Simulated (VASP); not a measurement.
# Ir (Fm-3m) in VASP: further runs

Runs on Ir. Level: PBEsol. Tasks: relaxation of cell and atoms, single point.

Program: VASP 6.6.1. These are calculated values, not measurements. Logs are shortened: lines on timing, memory, paths and dates and some standing lists are left out, and cuts for length are marked.

## (1) The cell of the first run

It takes space group Fm-3m (No. 225, cubic). Conventional cell: a = 3.839 Å, b = 3.839 Å, c = 3.839 Å, α = 90.00°, β = 90.00°, γ = 90.00°. Within 3.6 Å of Ir (site symmetry m-3m) lie 12 Ir at 2.71 Å.

## (2) Relaxation of cell and atoms, PBEsol

File INCAR:

```
PREC = Accurate ; ENCUT = 600
EDIFF = 1E-7 ; ISMEAR = -1
SIGMA = 0.1 ; LREAL = False
LASPH = True ; NELM = 60
ALGO = Normal ; ISIF = 3
LWAVE = False ; LCHARG = False
GGA = PS ; IBRION = 2
NSW = 80 ; EDIFFG = -0.01
```

File KPOINTS:

```
regular mesh
0
Gamma
  14 14 14
```

File POSCAR:

```
Ir
1.0
    0.0000000000      1.9197000000      1.9197000000
    1.9197000000      0.0000000000      1.9197000000
    1.9197000000      1.9197000000      0.0000000000
Ir
1
Direct
    0.0000000000      0.0000000000      0.0000000000
```

Potentials or basis: VASP PAW PBE potentials, release 64 (Ir).

Started as:

```console
$ cat potpaw_PBE.64/Ir/POTCAR > POTCAR
$ mpirun -np 1 vasp_std > vasp.out
```

OUTCAR:

```text
PREC = Accurate
   ENCUT = 600
   EDIFF = 1E-7
   ISMEAR = -1
   LREAL = False
   LASPH = True
   NELM = 60
   ISIF = 3
   GGA = PS
   IBRION = 2
   NSW = 80
   EDIFFG = -0.01

 ion  position               nearest neighbor table
   1  0.000  0.000  0.000-

  LATTYP: Found a face centered cubic cell.
 ALAT       =     3.8394000000

  Lattice vectors:

 A1 = (   0.0000000000,   1.9197000000,   1.9197000000)
 A2 = (   1.9197000000,   0.0000000000,   1.9197000000)
 A3 = (   1.9197000000,   1.9197000000,   0.0000000000)

Analysis of symmetry for initial positions (statically):
=====================================================================
 Subroutine PRICEL returns:
 Original cell was already a primitive cell.

 Routine SETGRP: Setting up the symmetry group for a
 face centered cubic supercell.

 Subroutine GETGRP returns: Found 48 space group operations
 (whereof 48 operations were pure point group operations)
 out of a pool of 48 trial point group operations.

The static configuration has the point symmetry O_h .

Analysis of symmetry for dynamics (positions and initial velocities):
=====================================================================
 Subroutine PRICEL returns:
 Original cell was already a primitive cell.

 Routine SETGRP: Setting up the symmetry group for a
 face centered cubic supercell.

 Subroutine GETGRP returns: Found 48 space group operations
 (whereof 48 operations were pure point group operations)
 out of a pool of 48 trial point group operations.

The dynamic configuration has the point symmetry O_h .

 Subroutine INISYM returns: Found 48 space group operations
 (whereof 48 operations are pure point group operations),
 and found     1 'primitive' translations

----------------------------------------------------------------------------------------

                                     Primitive cell

  volume of cell :      14.1491

  direct lattice vectors                    reciprocal lattice vectors
     0.000000000  1.919700000  1.919700000    -0.260457363  0.260457363  0.260457363
     1.919700000  0.000000000  1.919700000     0.260457363 -0.260457363  0.260457363
     1.919700000  1.919700000  0.000000000     0.260457363  0.260457363 -0.260457363

  length of vectors
     2.714865776  2.714865776  2.714865776     0.451125386  0.451125386  0.451125386

  position of ions in fractional coordinates (direct lattice)
     0.000000000  0.000000000  0.000000000

  ion indices of the primitive-cell ions
   primitive index   ion index
                 1           1

----------------------------------------------------------------------------------------

 KPOINTS: regular mesh

Automatic generation of k-mesh.
 Grid dimensions read from file:
 generate k-points for:   14   14   14

 Generating k-lattice:

  Cartesian coordinates                     Fractional coordinates (reciprocal lattice)
    -0.018604097  0.018604097  0.018604097     0.071428571  0.000000000  0.000000000
     0.018604097 -0.018604097  0.018604097     0.000000000  0.071428571  0.000000000
     0.018604097  0.018604097 -0.018604097     0.000000000  0.000000000  0.071428571

  Length of vectors
     0.032223242  0.032223242  0.032223242

  Shift w.r.t. Gamma in fractional coordinates (k-lattice)
     0.000000000  0.000000000  0.000000000

 Subroutine IBZKPT returns following result:
 ===========================================

 Found    104 irreducible k-points:

 Following reciprocal coordinates:
            Coordinates               Weight
  0.000000  0.000000  0.000000      1.000000
  0.071429  0.000000  0.000000      8.000000
  0.142857  0.000000  0.000000      8.000000
  0.214286  0.000000  0.000000      8.000000
  0.285714  0.000000  0.000000      8.000000
  0.357143  0.000000  0.000000      8.000000
[... 16 lines left out ...]
  0.214286  0.142857  0.000000     24.000000
  0.285714  0.142857  0.000000     24.000000
 [... further k-points ...]
   k-points           NKPTS =    104   k-points in BZ     NKDIM =    104   number of bands    NBANDS=      8
   number of dos      NEDOS =    301   number of ions     NIONS =      1
   total plane-waves  NPLWV =  13824
   dimension x,y,z NGX =    24 NGY =   24 NGZ =   24
   dimension x,y,z NGXF=    48 NGYF=   48 NGZF=   48
   ions per type =               1
   NGX,Y,Z   is equivalent  to a cutoff of  14.70, 14.70, 14.70 a.u.
   NGXF,Y,Z  is equivalent  to a cutoff of  29.39, 29.39, 29.39 a.u.
 SYSTEM =  unknown system
   PREC   = accura    normal or accurate (medium, high low for compatibility)
   ISTART =      0    job   : 0-new  1-cont  2-samecut
   ICHARG =      2    charge: 1-file 2-atom 10-const
   ISPIN  =      1    spin polarized calculation?
   LNONCOLLINEAR =      F non collinear calculations
   LSORBIT =      F    spin-orbit coupling
   LASPH  =      T    aspherical Exc in radial PAW
   ENCUT  =  600.0 eV  44.10 Ry    6.64 a.u.   5.42  5.42  5.42*2*pi/ulx,y,z
   NELM   =     60;   NELMIN=  2; NELMDL= -5     # of ELM steps
   EDIFF  = 0.1E-06   stopping-criterion for ELM
   LREAL  =      F    real-space projection
   EDIFFG = -.1E-01   stopping-criterion for IOM
   NSW    =     80    number of steps for IOM
   IBRION =      2    ionic relax: 0-MD 1-quasi-New 2-CG
   NFREE  =      1    steps in history (QN), initial steepest desc. (CG)
   ISIF   =      3    stress and relaxation
   ISYM   =      2    0-nonsym 1-usesym 2-fastsym
   POTIM  = 0.5000    time-step for ionic-motion
   TEBEG  =    0.0;   TEEND  =   0.0 temperature during run
   PSTRESS=    0.0 pullay stress
   NELECT =       9.0000    total number of electrons
   NUPDOWN=      -1.0000    fix difference up-down
   EMIN   =  10.00;   EMAX   =-10.00  energy-range for DOS
   EFERMI =   0.00;   METHOD = LEGACY
   ISMEAR =    -1;   SIGMA  =   0.10  broadening in eV -4-tet -1-fermi 0-gaus
   EFERMI_NEDOS =   21; number of points for ismear=-14 and -15
   IALGO  =     38    algorithm
   IMIX   =      4    mixing-type and parameters
     AMIX     =   0.40;   BMIX     =  1.00
     AMIX_MAG =   1.60;   BMIX_MAG =  1.00
  volume/ion in A,a.u.               =      14.15        95.48
  Fermi-wavevector in a.u.,A,eV,Ry     =   1.407923  2.660589 26.970118  1.982248
  Thomas-Fermi vector in A             =   2.530133
   LORBIT       =      0    0 simple, 1 ext, 2 COOP (PROOUT), +10 PAW based schemes
   GGA     = PS    functional components
   LHFCALC =     F    Hartree Fock is set to
   AEXX    =    0.0000 exact exchange contribution
   IVDW    =     0    specifies the selected vdW correction
   LEPSILON=     F    determine dielectric tensor
   LRPA    =     F    only Hartree local field effects (RPA)
 conjugate gradient relaxation of ions
 non-spin polarized calculation
  energy-cutoff  :      600.00
  volume of cell :       14.15
 maximum number of plane-waves:       495
 NGX is ok and might be reduce to    24
   NGX = 11   NGY = 11   NGZ = 11

--------------------------------------- Ionic step        1  -------------------------------------------

 number of electron       9.0000000 magnetization

 Free energy of the ion-electron system (eV)
  ---------------------------------------------------
  ext. energy  EPLUGINS =         0.00000000
  ---------------------------------------------------
  free energy    TOTEN  =        -9.82895579 eV

  energy without entropy =       -9.79428896  energy(sigma->0) =       -9.81162237

------------------------ aborting loop because EDIFF is reached ----------------------------------------

  FORCE on cell =-STRESS in cart. coord.  units (eV):
  Direction    XX          YY          ZZ          XY          YZ          ZX
  --------------------------------------------------------------------------------------
  -------------------------------------------------------------------------------------
  Total       -0.1135894     -0.1135894     -0.1135894      0.0000000     -0.0000000     -0.0000000
  in kB      -12.8622868    -12.8622868    -12.8622868      0.0000000     -0.0000000     -0.0000000
  external PRESSURE =     -12.8622868 kB  Pullay stress =       0.0000000 kB

 VOLUME and BASIS-vectors are now :
 -----------------------------------------------------------------------------
  energy-cutoff  :      600.00
  volume of cell :       14.15
      direct lattice vectors                 reciprocal lattice vectors
     0.000000000  1.919700000  1.919700000    -0.260457363  0.260457363  0.260457363
     1.919700000  0.000000000  1.919700000     0.260457363 -0.260457363  0.260457363
     1.919700000  1.919700000  0.000000000     0.260457363  0.260457363 -0.260457363
[... 36 lines left out ...]
 POSITION                                       TOTAL-FORCE (eV/Angst)
 -----------------------------------------------------------------------------------
      0.00000      0.00000      0.00000        -0.000000     -0.000000     -0.000000
 -----------------------------------------------------------------------------------
    total drift:                               -0.000000      0.000000     -0.000000

  FREE ENERGIE OF THE ION-ELECTRON SYSTEM (eV)
  ---------------------------------------------------
  free  energy   TOTEN  =        -9.8261773111 eV

  energy  without entropy=       -9.7922456590  energy(sigma->0) =       -9.80921149

--------------------------------------- Ionic step        3  -------------------------------------------

 number of electron       9.0000000 magnetization

 Free energy of the ion-electron system (eV)
  ---------------------------------------------------
  ext. energy  EPLUGINS =         0.00000000
  ---------------------------------------------------
  free energy    TOTEN  =        -9.82914935 eV

  energy without entropy =       -9.79463534  energy(sigma->0) =       -9.81189235

 E-fermi :  10.2240     XC(G=0): -14.1207

 val. band max:       10.2113400134   @ k =  -0.2143   0.3571   0.1429
 cond. band min:      10.2705815594   @ k =  -0.3571   0.2857   0.0000
 fundamental gap:      0.0592415461
 Fermi energy:        10.2239523223

 k-point     1 :       0.0000    0.0000    0.0000
  band No.  band energies     occupation
      1      -0.9233      2.00000
      2       6.3798      2.00000
      3       6.3798      2.00000
      4       6.3798      2.00000
      5       9.1078      1.99997
      6       9.1078      1.99997
      7      24.6160      0.00000
      8      30.2068      0.00000

 k-point     2 :       0.0714    0.0000    0.0000
  band No.  band energies     occupation
      1      -0.6962      2.00000
      2       6.2591      2.00000
      3       6.4778      2.00000
      4       6.4778      2.00000
      5       9.0451      1.99998
      6       9.0451      1.99998
      7      25.0081      0.00000
      8      29.0656      0.00000
[... 221 lines left out ...]
 k-point    23 :       0.2143    0.1429    0.0000
  band No.  band energies     occupation
      1       0.9507      2.00000
      2       5.2013      2.00000
      3       7.1909      2.00000
      4       7.3805      2.00000
      5       8.0693      2.00000
      6       9.6558      1.99321
      7      27.1902      0.00000
      8      27.6774      0.00000

 k-point    24 :       0.2857    0.1429    0.0000
  band No.  band energies     occupation
      1       1.8387      2.00000
      2       5.0196      2.00000
      3       6.7579      2.00000
      4       7.5063      2.00000
      5       8.8597      2.00000
      6      10.0596      1.67604
      7      25.2025      0.00000
      8      28.1444      0.00000

 [... further k-points ...]

------------------------ aborting loop because EDIFF is reached ----------------------------------------

  FORCE on cell =-STRESS in cart. coord.  units (eV):
  Direction    XX          YY          ZZ          XY          YZ          ZX
  --------------------------------------------------------------------------------------
  -------------------------------------------------------------------------------------
  Total        0.0003025      0.0003025      0.0003025      0.0000000      0.0000000      0.0000000
  in kB        0.0343687      0.0343687      0.0343687      0.0000000      0.0000000      0.0000000
  external PRESSURE =       0.0343687 kB  Pullay stress =       0.0000000 kB

 VOLUME and BASIS-vectors are now :
 -----------------------------------------------------------------------------
  energy-cutoff  :      600.00
  volume of cell :       14.10
      direct lattice vectors                 reciprocal lattice vectors
     0.000000000  1.917553887  1.917553887    -0.260748865  0.260748865  0.260748865
     1.917553887  0.000000000  1.917553887     0.260748865 -0.260748865  0.260748865
     1.917553887  1.917553887 -0.000000000     0.260748865  0.260748865 -0.260748865

 POSITION                                       TOTAL-FORCE (eV/Angst)
 -----------------------------------------------------------------------------------
      0.00000      0.00000      0.00000         0.000000      0.000000     -0.000000
 -----------------------------------------------------------------------------------
    total drift:                               -0.000000      0.000000      0.000000

  FREE ENERGIE OF THE ION-ELECTRON SYSTEM (eV)
  ---------------------------------------------------
  free  energy   TOTEN  =        -9.8291493549 eV

  energy  without entropy=       -9.7946353385  energy(sigma->0) =       -9.81189235

 reached required accuracy - stopping structural energy minimisation
```

Wall time 13 s (1 thread of Intel Xeon 6975P-C (Granite Rapids), shared host); peak memory 0.16 GiB.

Results:

```yaml
Free_energy: -9.8291 eV
Relaxed_volume: 14.10 Å³/atom
Relaxed_cell: a = 2.712 Å, b = 2.712 Å, c = 2.712 Å, α = 60.00°, β = 60.00°, γ = 60.00°
Space_group_after_relaxing_to_0.05_Å: Fm-3m (No. 225)
Energy_gained_by_relaxing: 0.2 meV/atom
Ionic_steps: 3
Pressure_after_relaxing: 0.0 GPa
```

Step by step:
```
step  energy change (eV)  largest force (eV/Å)  pressure (GPa)  volume (Å³)
   1              0.0000                0.0000           -1.29        14.15
   2              0.0028                0.0000            5.27        13.92
   3             -0.0002                0.0000            0.00        14.10
```

Final structure:
```cif
data_structure
_symmetry_space_group_name_H-M 'P 1'
_symmetry_Int_Tables_number 1
_cell_length_a 2.7118
_cell_length_b 2.7118
_cell_length_c 2.7118
_cell_angle_alpha 60.000
_cell_angle_beta 60.000
_cell_angle_gamma 60.000
_cell_volume 14.10
loop_
_atom_site_label
_atom_site_type_symbol
_atom_site_fract_x
_atom_site_fract_y
_atom_site_fract_z
_atom_site_occupancy
Ir1 Ir 0.00000 0.00000 0.00000 1
```

Caveat: the PAW data sets were made with another functional, which shifts forces and pressure a little; spin-orbit coupling is left out, which moves the levels of the heavy elements.

[end of part 1 of 2]
